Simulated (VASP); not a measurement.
# H2CO in VASP: notebook

Runs on H2CO. Level: PBE+D3(BJ). Tasks: single point.

All numbers are computed with VASP 6.6.1; they aren't measurements. Logs are shortened: lines on timing, memory, paths and dates and some standing lists are left out, and cuts for length are marked.

### Step 1. The cell of the first run

The cell holds a disordered packing, 32 atoms: a = 7.873 Å, b = 7.873 Å, c = 7.873 Å, α = 90.00°, β = 90.00°, γ = 90.00°.

### Step 2. Single point, PBE+D3(BJ)

INCAR reads:

```
PREC = Accurate
ENCUT = 520
EDIFF = 1E-6
ISMEAR = -1
SIGMA = 0.02
LREAL = Auto
LASPH = True
NELM = 80
ALGO = Normal
ISIF = 2
LWAVE = False
LCHARG = False
GGA = PE
IVDW = 12
NBANDS = 70
```

KPOINTS reads:

```
Automatic mesh
0
Gamma
  1 1 1
```

POSCAR reads:

```
H2CO
1.0
    7.8729940000      0.0000000000      0.0000000000
    0.0000000000      7.8729940000      0.0000000000
    0.0000000000      0.0000000000      7.8729940000
O C H
8 8 16
Direct
    0.2492444425      0.3581102691      0.3153819246
    0.8008262168      0.9355780025      0.2547315545
    0.3450148698      0.5762864801      0.8225079303
    0.0532580109      0.3058556884      0.6382070150
    0.5712820307      0.1847454729      0.8148488364
    0.9311705306      0.8590759754      0.7905886884
    0.9153315753      0.4318814418      0.1442272152
    0.3146071240      0.8766677582      0.3271182475
    0.3330372156      0.2547823611      0.3972059422
    0.7791699066      0.7808592259      0.2399214327
    0.2872731771      0.6750163915      0.7143915009
   -0.0044455769      0.2175284269      0.5227363313
    0.6713964217      0.2107965534      0.9328852531
    0.7865368626      0.8430464954      0.7326056644
    1.0304212095      0.3495366566      0.0778992084
    0.3707484091      0.8419795570      0.1856345883
    0.4335072528      0.1774166219      0.3420045792
    0.3275628052      0.2461706436      0.5323514790
    0.6605238109      0.7263564535      0.2511242864
    0.8951740596      0.7016771510      0.2124477676
    0.2104917138      0.7786364374      0.7451802961
    0.3023500335      0.6342695041      0.5714598538
   -0.0845675737      0.2545791347      0.4221138743
    0.0575257647      0.0963547032      0.5184304726
    0.7292524293      0.1100724832      1.0266107151
    0.7116352432      0.3453070077      0.9509596984
    0.6900043363      0.7630515151      0.7947294257
    0.7442022692      0.9054496930      0.6123972659
    1.1352098071      0.4240318232      0.0151022597
    1.0523569559      0.2107330451      0.0838054748
    0.4123082019      0.9484701754      0.1090690530
    0.3844788907      0.7101999570      0.1441637070
```

Potentials or basis: VASP PAW PBE potentials, release 64 (O, C, H).

Run with:

```console
> cat potpaw_PBE.64/O/POTCAR potpaw_PBE.64/C/POTCAR potpaw_PBE.64/H/POTCAR > POTCAR
> mpirun -np 1 vasp_gam > vasp.out
```

OUTCAR:

```text
PREC = Accurate
   ENCUT = 520
   EDIFF = 1E-6
   ISMEAR = -1
   LREAL = Auto
   LASPH = True
   NELM = 80
   ISIF = 2
   GGA = PE
   IVDW = 12
 IVDW          = 12

 ion  position               nearest neighbor table
   1  0.249  0.358  0.315-   9 1.23
   2  0.801  0.936  0.255-  10 1.24
   3  0.345  0.576  0.823-  11 1.24
   4  0.053  0.306  0.638-  12 1.23
   5  0.571  0.185  0.815-  13 1.24
   6  0.931  0.859  0.791-  14 1.23
   7  0.915  0.432  0.144-  15 1.23
   8  0.315  0.877  0.327-  16 1.23
   9  0.333  0.255  0.397-  18 1.07  17 1.09   1 1.23
  10  0.779  0.781  0.240-  19 1.03  20 1.13   2 1.24
  11  0.287  0.675  0.714-  21 1.04  22 1.18   3 1.24
  12  0.996  0.218  0.523-  23 1.05  24 1.07   4 1.23
  13  0.671  0.211  0.933-  26 1.11  25 1.18   5 1.24
  14  0.787  0.843  0.733-  27 1.10  28 1.12   6 1.23
  15  0.030  0.350  0.078-  30 1.11  29 1.13   7 1.23
  16  0.371  0.842  0.186-  31 1.08  32 1.09   8 1.23
  17  0.434  0.177  0.342-   9 1.09
  18  0.328  0.246  0.532-   9 1.07
  19  0.661  0.726  0.251-  10 1.03
  20  0.895  0.702  0.212-  10 1.13
  21  0.210  0.779  0.745-  11 1.04
  22  0.302  0.634  0.571-  11 1.18
[... 8 lines left out ...]
  31  0.412  0.948  0.109-  16 1.08
  32  0.384  0.710  0.144-  16 1.09

  LATTYP: Found a simple cubic cell.
 ALAT       =     7.8729940000

  Lattice vectors:

 A1 = (   7.8729940000,   0.0000000000,   0.0000000000)
 A2 = (   0.0000000000,   7.8729940000,   0.0000000000)
 A3 = (   0.0000000000,   0.0000000000,   7.8729940000)

Analysis of symmetry for initial positions (statically):
=====================================================================
 Subroutine PRICEL returns:
 Original cell was already a primitive cell.

 Routine SETGRP: Setting up the symmetry group for a
 simple cubic supercell.

 Subroutine GETGRP returns: Found  1 space group operations
 (whereof  1 operations were pure point group operations)
 out of a pool of 48 trial point group operations.

The static configuration has the point symmetry C_1 .

Analysis of symmetry for dynamics (positions and initial velocities):
=====================================================================
 Subroutine PRICEL returns:
 Original cell was already a primitive cell.

 Routine SETGRP: Setting up the symmetry group for a
 simple cubic supercell.

 Subroutine GETGRP returns: Found  1 space group operations
 (whereof  1 operations were pure point group operations)
 out of a pool of 48 trial point group operations.

The dynamic configuration has the point symmetry C_1 .

 Subroutine INISYM returns: Found  1 space group operations
 (whereof  1 operations are pure point group operations),
 and found     1 'primitive' translations

----------------------------------------------------------------------------------------

                                     Primitive cell

  volume of cell :     487.9999

  direct lattice vectors                    reciprocal lattice vectors
     7.872994000  0.000000000  0.000000000     0.127016482  0.000000000  0.000000000
     0.000000000  7.872994000  0.000000000     0.000000000  0.127016482  0.000000000
     0.000000000  0.000000000  7.872994000     0.000000000  0.000000000  0.127016482

  length of vectors
     7.872994000  7.872994000  7.872994000     0.127016482  0.127016482  0.127016482

  position of ions in fractional coordinates (direct lattice)
     0.249244443  0.358110269  0.315381925
     0.800826217  0.935578003  0.254731554
     0.345014870  0.576286480  0.822507930
     0.053258011  0.305855688  0.638207015
     0.571282031  0.184745473  0.814848836
     0.931170531  0.859075975  0.790588688
[... 24 lines left out ...]
     0.412308202  0.948470175  0.109069053
     0.384478891  0.710199957  0.144163707

  ion indices of the primitive-cell ions
   primitive index   ion index
                 1           1
                 2           2
                 3           3
                 4           4
                 5           5
                 6           6
[... 24 lines left out ...]
                31          31
                32          32

----------------------------------------------------------------------------------------

 KPOINTS: Automatic mesh

Automatic generation of k-mesh.
 Grid dimensions read from file:
 generate k-points for:    1    1    1

 Generating k-lattice:

  Cartesian coordinates                     Fractional coordinates (reciprocal lattice)
     0.127016482  0.000000000  0.000000000     1.000000000  0.000000000  0.000000000
     0.000000000  0.127016482  0.000000000     0.000000000  1.000000000  0.000000000
     0.000000000  0.000000000  0.127016482     0.000000000  0.000000000  1.000000000

  Length of vectors
     0.127016482  0.127016482  0.127016482

  Shift w.r.t. Gamma in fractional coordinates (k-lattice)
     0.000000000  0.000000000  0.000000000

 Subroutine IBZKPT returns following result:
 ===========================================

 Found      1 irreducible k-points:

 Following reciprocal coordinates:
            Coordinates               Weight
  0.000000  0.000000  0.000000      1.000000
   k-points           NKPTS =      1   k-points in BZ     NKDIM =      1   number of bands    NBANDS=     70
   number of dos      NEDOS =    301   number of ions     NIONS =     32
   total plane-waves  NPLWV = 216000
   dimension x,y,z NGX =    60 NGY =   60 NGZ =   60
   dimension x,y,z NGXF=   120 NGYF=  120 NGZF=  120
   ions per type =               8   8  16
   NGX,Y,Z   is equivalent  to a cutoff of  12.67, 12.67, 12.67 a.u.
   NGXF,Y,Z  is equivalent  to a cutoff of  25.34, 25.34, 25.34 a.u.
 SYSTEM =  unknown system
   PREC   = accura    normal or accurate (medium, high low for compatibility)
   ISTART =      0    job   : 0-new  1-cont  2-samecut
   ICHARG =      2    charge: 1-file 2-atom 10-const
   ISPIN  =      1    spin polarized calculation?
   LNONCOLLINEAR =      F non collinear calculations
   LSORBIT =      F    spin-orbit coupling
   LASPH  =      T    aspherical Exc in radial PAW
   ENCUT  =  520.0 eV  38.22 Ry    6.18 a.u.  14.64 14.64 14.64*2*pi/ulx,y,z
   NELM   =     80;   NELMIN=  2; NELMDL= -5     # of ELM steps
   EDIFF  = 0.1E-05   stopping-criterion for ELM
   LREAL  =      T    real-space projection
   EDIFFG = 0.1E-04   stopping-criterion for IOM
   NSW    =      0    number of steps for IOM
   IBRION =     -1    ionic relax: 0-MD 1-quasi-New 2-CG
   NFREE  =      0    steps in history (QN), initial steepest desc. (CG)
   ISIF   =      2    stress and relaxation
   ISYM   =      2    0-nonsym 1-usesym 2-fastsym
   POTIM  = 0.5000    time-step for ionic-motion
   TEBEG  =    0.0;   TEEND  =   0.0 temperature during run
   PSTRESS=    0.0 pullay stress
   NELECT =      96.0000    total number of electrons
   NUPDOWN=      -1.0000    fix difference up-down
   EMIN   =  10.00;   EMAX   =-10.00  energy-range for DOS
   EFERMI =   0.00;   METHOD = LEGACY
   ISMEAR =    -1;   SIGMA  =   0.02  broadening in eV -4-tet -1-fermi 0-gaus
   EFERMI_NEDOS =   21; number of points for ismear=-14 and -15
   IALGO  =     38    algorithm
   IMIX   =      4    mixing-type and parameters
     AMIX     =   0.40;   BMIX     =  1.00
     AMIX_MAG =   1.60;   BMIX_MAG =  1.00
  volume/ion in A,a.u.               =      15.25       102.91
  Fermi-wavevector in a.u.,A,eV,Ry     =   0.952121  1.799247 12.334140  0.906534
  Thomas-Fermi vector in A             =   2.080654
   LORBIT       =      0    0 simple, 1 ext, 2 COOP (PROOUT), +10 PAW based schemes
   GGA     = PE    functional components
   LHFCALC =     F    Hartree Fock is set to
   AEXX    =    0.0000 exact exchange contribution
   IVDW    =    12    specifies the selected vdW correction
   LEPSILON=     F    determine dielectric tensor
   LRPA    =     F    only Hartree local field effects (RPA)
 non-spin polarized calculation
  energy-cutoff  :      520.00
  volume of cell :      488.00
 maximum number of plane-waves:      6603
 NGX is ok and might be reduce to    60
   NGX = 29   NGY = 29   NGZ = 29

 number of electron      96.0000001 magnetization

 Free energy of the ion-electron system (eV)
  ---------------------------------------------------
  ext. energy  EPLUGINS =         0.00000000
  ---------------------------------------------------
  free energy    TOTEN  =      -176.91273093 eV

  energy without entropy =     -176.91273093  energy(sigma->0) =     -176.91273093

 E-fermi :  -2.3941     XC(G=0):  -6.0434

 val. band max:       -2.8959710484   @ k =   0.0000   0.0000   0.0000
 cond. band min:      -0.4182733071   @ k =   0.0000   0.0000   0.0000
 fundamental gap:      2.4776977413
 Fermi energy:        -2.3941006559

 k-point     1 :       0.0000    0.0000    0.0000
  band No.  band energies     occupation
      1     -23.8665      2.00000
      2     -23.7223      2.00000
      3     -23.6974      2.00000
      4     -23.6960      2.00000
      5     -23.4682      2.00000
      6     -23.3863      2.00000
[... 52 lines left out ...]
     59       3.5177      0.00000
     60       3.5742      0.00000
 [bands above 60 left out]

------------------------ aborting loop because EDIFF is reached ----------------------------------------

 Edisp (eV)   -1.14949

 E8    (eV) :    -0.2634

  FORCE on cell =-STRESS in cart. coord.  units (eV):
  Direction    XX          YY          ZZ          XY          YZ          ZX
  --------------------------------------------------------------------------------------
  -------------------------------------------------------------------------------------
  Total       1.21633     0.94516    -1.57055     0.63641     1.03838    -2.93098
  in kB       3.99341     3.10310    -5.15637     2.08944     3.40917    -9.62285
  external pressure =        0.65 kB  Pullay stress =        0.00 kB

 VOLUME and BASIS-vectors are now :
 -----------------------------------------------------------------------------
  energy-cutoff  :      520.00
  volume of cell :      488.00
      direct lattice vectors                 reciprocal lattice vectors
     7.872994000  0.000000000  0.000000000     0.127016482  0.000000000  0.000000000
     0.000000000  7.872994000  0.000000000     0.000000000  0.127016482  0.000000000
     0.000000000  0.000000000  7.872994000     0.000000000  0.000000000  0.127016482

 POSITION                                       TOTAL-FORCE (eV/Angst)
 -----------------------------------------------------------------------------------
      1.96230      2.81940      2.48300         0.227008     -0.509209      0.201658
      6.30490      7.36580      2.00550        -0.589523     -0.419977      0.030349
      2.71630      4.53710      6.47560        -0.212302      1.152143     -0.398877
      0.41930      2.40800      5.02460        -1.296434      0.629191     -0.124098
      4.49770      1.45450      6.41530         0.796243     -0.804596      1.031144
      7.33110      6.76350      6.22430        -1.105587     -0.008198     -0.387663
[... 24 lines left out ...]
      3.24610      7.46730      0.85870         0.327113      0.333933     -1.028154
      3.02700      5.59140      1.13500        -0.039361     -0.444502     -0.441958
 -----------------------------------------------------------------------------------
    total drift:                                0.004421     -0.011205     -0.009556

  FREE ENERGIE OF THE ION-ELECTRON SYSTEM (eV)
  ---------------------------------------------------
  free  energy   TOTEN  =      -178.0622198344 eV

  energy  without entropy=     -178.0622198344  energy(sigma->0) =     -178.06221983
```

Wall time 72 s (1 thread of AMD EPYC 7R43 (Zen 3), shared host); peak memory 0.43 GiB.

Results:

```yaml
Free_energy: -178.0622 eV
Pressure: 0.1 GPa
Largest_force: 4.556 eV/Å
Band_gap_on_the_k_mesh: 2.48 eV
Dispersion_energy_per_atom: -0.036 eV
```

Forces on the atoms (eV/Å):
```
O    0.227 -0.509  0.202
O   -0.590 -0.420  0.030
O   -0.212  1.152 -0.399
O   -1.296  0.629 -0.124
O    0.796 -0.805  1.031
O   -1.106 -0.008 -0.388
O   -0.014 -1.118 -0.187
O   -0.053 -0.334 -0.213
C    0.529  0.986 -1.007
C    4.074  2.009 -0.345
C    1.492 -3.974 -1.364
C    2.405  0.247  2.105
C   -0.347  0.194 -0.496
C    1.006  0.185  0.051
C    1.086  1.859  0.073
C   -0.424  0.435  1.646
H    0.320 -0.423 -0.657
H   -0.403 -0.067  1.429
H   -2.567 -1.344  0.256
H   -0.814 -0.125  0.110
H   -1.081  1.957  0.473
H   -0.155  0.897  1.309
H   -1.464  0.794 -1.041
H   -0.149 -1.667 -0.616
H   -0.740  0.801 -1.057
H    0.106 -0.299  0.351
H   -0.180 -0.191  0.253
H    0.183  0.044  0.107
H   -0.339 -0.560 -0.139
H   -0.578 -0.234  0.076
H    0.327  0.334 -1.028
H   -0.039 -0.445 -0.442
```

Stress tensor (GPa, compression positive):
```
 0.40  0.21 -0.96
 0.21  0.31  0.34
-0.96  0.34 -0.52
```

Levels at points of the mesh, in eV from the valence-band top:
```
           k point  band 44  band 45  band 46  band 47  band 48  band 49  band 50  band 51  band 52  band 53
(0.00, 0.00, 0.00)    -0.51    -0.38    -0.26    -0.15     0.00     2.48     2.75     2.81     2.95     3.08
```

Caveat: the k points lie up to 0.80 Å⁻¹ apart; the atoms stand as in a frame of molecular dynamics.

### Step 3. Single point, PBE+D3(BJ)

INCAR reads:

```
SYSTEM = H2CO
PREC     = Accurate       ! precision mode
ENCUT    = 520            ! plane-wave cutoff, eV
EDIFF    = 1E-6           ! SCF threshold, eV
ISMEAR   = -1             ! smearing method
SIGMA    = 0.02           ! smearing width, eV
LREAL    = Auto         
LASPH    = .True.         ! aspherical terms in the spheres
NELM     = 60             ! most SCF steps
ALGO     = Normal         ! electronic algorithm
ISIF     = 2              ! what is computed and relaxed
LWAVE    = .False.        ! write WAVECAR
LCHARG   = .False.        ! write CHGCAR
GGA      = PE             ! functional
IVDW     = 12             ! dispersion correction
NBANDS   = 70             ! bands
```

KPOINTS reads:

```
regular mesh
0
Gamma
  1 1 1
  0 0 0
```

POSCAR reads:

```
H2CO
1.0
    7.8729940000      0.0000000000      0.0000000000
    0.0000000000      7.8729940000      0.0000000000
    0.0000000000      0.0000000000      7.8729940000
O C H
8 8 16
Direct
    0.2939288408      0.3990222779      0.3778994370
    0.7461710246      0.9557990264      0.2258226032
    0.3765022557      0.6015246550      0.8332027181
    0.0089546620      0.2874510002      0.6684877443
    0.5436686475      0.1597740326      0.7885691263
    0.9415096722      0.8560275799      0.7652870052
    0.9360606651      0.4362762121      0.1424108795
    0.3121938109      0.8202978435      0.3545411060
    0.3729838991      0.2686652625      0.4078753267
    0.7766676820      0.8015375091      0.2274357125
    0.3036074967      0.6652996306      0.7156870690
    0.0062111060      0.1817224807      0.5527757293
    0.6320086107      0.2178840731      0.8967363623
    0.7979683460      0.8670526105      0.7086249526
    1.0385502644      0.3619842718      0.0560523735
    0.3540076367      0.8220887759      0.2061350485
    0.4529026696      0.2118888951      0.3112411873
    0.3662139207      0.2123588561      0.5308145796
    0.6936497094      0.7065672856      0.2852663167
    0.8886835174      0.7399091121      0.1532834904
    0.2159661242      0.7655283365      0.7182528019
    0.3615143108      0.6467044177      0.5833358948
   -0.0748381111      0.2113427243      0.4512768586
    0.0673187354      0.0598501663      0.5394262970
    0.6492574489      0.1380288109      1.0106193400
    0.6762992579      0.3479362489      0.9122958813
    0.7043317955      0.7850126648      0.7664555568
    0.7594442470      0.9488512248      0.6012706221
    1.1442533806      0.4168934969     -0.0215673986
    1.0043701291      0.2353361377      0.0267623727
    0.4514927866      0.9013851655      0.1493332778
    0.3078371456      0.7248195540      0.1184809743
```

Potentials or basis: VASP PAW PBE potentials, release 64 (O, C, H).

Run with:

```console
> cat potpaw_PBE.64/O/POTCAR potpaw_PBE.64/C/POTCAR potpaw_PBE.64/H/POTCAR > POTCAR
> mpirun -np 1 vasp_gam > vasp.out
```

Wall time 67 s (1 thread of AMD EPYC 7R43 (Zen 3), shared host); peak memory 0.44 GiB.

The run converged. Its results:

| Item | Value |
| --- | --- |
| Free energy | -178.0111 eV |
| Pressure | 1.9 GPa |
| Largest force | 4.266 eV/Å |
| Band gap on the k mesh | 2.48 eV |
| Dispersion energy per atom | -0.036 eV |

Forces on the atoms (eV/Å):
```
O   -0.035  0.046 -0.226
O    0.352 -1.335  0.281
O    0.179 -0.945  2.163
O    0.666 -1.185 -0.030
O   -1.123 -0.476 -2.646
O    0.466  0.502 -0.150
O   -0.336  1.461  1.044
O   -0.072  0.792  0.463
C   -0.498  1.234 -0.550
C    1.156  0.739 -1.580
C    2.746 -0.085 -3.264
C   -0.498  1.746  1.338
C    0.056 -0.124  2.814
C    0.434 -0.476  0.249
C   -0.025  0.405 -1.337
C   -0.121 -1.276 -0.170
H    0.603 -0.551 -0.568
H    0.098 -0.816  1.263
H   -0.487 -0.203  0.564
H   -0.802  0.763  0.771
H   -1.975  1.196  0.607
H   -0.838 -0.280  0.537
H   -1.245  0.339 -1.977
H    1.017 -0.773  0.689
H    0.713 -0.132  0.460
H    0.348  0.800 -0.651
H   -1.139 -0.341  0.110
H    0.039  0.201 -0.129
H    0.058  0.261  0.665
H    0.295 -2.158 -0.387
H    0.472  1.029  0.070
H   -0.503 -0.360 -0.422
```

Stress tensor (GPa, compression positive):
```
 1.62  0.06  1.14
 0.06  1.57 -0.41
 1.14 -0.41  2.41
```

Levels at points of the mesh, in eV from the valence-band top:
| k point | band 44 | band 45 | band 46 | band 47 | band 48 | band 49 | band 50 | band 51 | band 52 | band 53 |
| --- | --- | --- | --- | --- | --- | --- | --- | --- | --- | --- |
| (0.00, 0.00, 0.00) | -0.46 | -0.36 | -0.32 | -0.26 | 0.00 | 2.48 | 2.82 | 2.93 | 2.98 | 3.09 |

Caveat: the k points lie up to 0.80 Å⁻¹ apart; the atoms stand as in a frame of molecular dynamics.

(Continued in part 2 of 2.)
